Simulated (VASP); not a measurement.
Write the native input for VASP 6.6.1 that does the following.

- Task: single point
- Functional: PBE
- Potentials or basis: VASP PAW PBE potentials, release 64 (Ca_sv, F)
- Cutoff: 600 eV
- k mesh: 6 × 6 × 6
- Occupations: gaussian, width 0.1 eV
- Spin: no spin polarisation
- Dipole correction: no
- Further INCAR settings: ALGO = Normal; EDIFF = 1e-06; NBANDS = 16

The structure of CaF lies in POSCAR:

```
CaF
1.0
    0.0000000000      2.6405748037      2.6405748037
    2.6405748037      0.0000000000      2.6405748037
    2.6405748037      2.6405748037      0.0000000000
Ca F
1 1
Direct
    0.0000000000      0.0000000000      0.0000000000
    0.5000000000      0.5000000000      0.5000000000
```

The cell was built from a structure type or drawn by symmetry, and may not be a known phase.

These files were run (other wordings do the same):

INCAR

```
SYSTEM = CaF
PREC = Accurate
ENCUT = 600
EDIFF = 1E-6
ISMEAR = 0
SIGMA = 0.1
LREAL = .FALSE.
LASPH = .TRUE.
NELM = 120
ALGO = Normal
ISIF = 2
LWAVE = .FALSE.
LCHARG = .TRUE.
GGA = PE
LELF = .TRUE.
LVHAR = .TRUE.
NBANDS = 16
GGA_COMPAT = .FALSE.
```

KPOINTS

```
Automatic mesh
0
G
  6 6 6
  0 0 0
```

Potentials or basis: VASP PAW PBE potentials, release 64 (Ca_sv, F).

Command:

```bash
$ cat potpaw_PBE.64/Ca_sv/POTCAR potpaw_PBE.64/F/POTCAR > POTCAR
$ mpirun -np 1 vasp_std > vasp.out
```

Results of the run:

* Pressure: 0.2 GPa
* Band gap on the k mesh: zero (an odd number of electrons rules out a gap without spin polarisation)

Caveat: an odd number of electrons without spin polarisation forces a metal; a magnetic or distorted state may lie lower.

Run time: 9.8 s on 1 thread of Intel(R) Xeon(R) Platinum 8375C CPU @ 2.90GHz (Ice Lake), on a shared host, peak memory 0.17 GiB.
